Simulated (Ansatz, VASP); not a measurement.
# Sn3P4: VASP beside Ansatz

```
Sn P
1.0
     6.39550    0.00000    0.00000
     0.00000    6.39550    0.00000
     0.00000    0.00000    3.86947
Sn P
3 4
Direct
  0.50000 0.50000 0.00000
  0.00000 0.50000 0.00000
  0.50000 0.00000 0.00000
  0.17782 0.17782 0.50000
  0.82218 0.82218 0.50000
  0.82218 0.17782 0.50000
  0.17782 0.82218 0.50000
```

Alike in both runs: functional PBE; k mesh 4 × 4 × 4; occupations gaussian, width 0.1 eV; no spin polarisation.

Ansatz relaxed the structure, and its values are those at the end. VASP's run is a single point on that final structure, the one shown.

```csv
,VASP,Ansatz
version,VASP 6.6.1,Ansatz 0.2.0
potentials or method,"VASP PAW PBE potentials, release 64 (Sn_d, P), cutoff 520 eV","scalar-relativistic, plane waves, PAW"
valence electrons in the cell,62,62
```

|  | VASP | Ansatz | Ansatz less VASP |
| --- | --- | --- | --- |
| gap on the k mesh at the Fermi level (eV) | none | none | - |
| pressure (GPa) | -0.1 | 0.1 | +0.11 |
| rms of the force components (eV/Å) | 0.018 | 0.001 | -0.0173 |

A gap of «none» marks a metal or a gap that the smearing closes. The functional is the same, so the differences come from potentials, cutoffs and numerics.

The k mesh is coarse, so the values compare programs but aren't converged.
